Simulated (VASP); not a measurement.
Runs of VASP 6.6.1 on HgTe. The structure is that of space group I-4m2 (No. 119), or close to it. The cells are those of the table. 

```tsv
cell	gap on the mesh (eV)	pressure (GPa)
a = 4.463 Å, angles 96.7, 96.7, 140.2°, 2 atoms	none	(a)
a = 4.619 Å, angles 96.7, 96.7, 140.2°, 2 atoms	none	-4.4
a = 4.423 Å, angles 96.7, 96.7, 140.2°, 2 atoms	none	1.6
a = 4.503 Å, angles 96.7, 96.7, 140.2°, 2 atoms	none	(b)
a = 4.729 Å, angles 96.7, 96.7, 140.2°, 2 atoms	none	-6.0
```

Alike in all rows: task single point; level PBEsol; potentials or basis VASP PAW PBE potentials, release 64 (Hg, Te); no spin polarisation; k mesh 8 × 8 × 8; cutoff (eV) 520; smearing fermi-dirac 0.1 eV.

Problem. Fill in the values left out.

Solution. (a) 0.0; (b) -1.4.

Caveats: the PAW data sets were made with another functional, which shifts forces and pressure a little; spin-orbit coupling is left out, which moves the levels of the heavy elements.

A k mesh can miss the band edges, and the runs leave out spin-orbit coupling on Hg, Te.

A gap of «none» marks levels without a gap at the run's occupations.
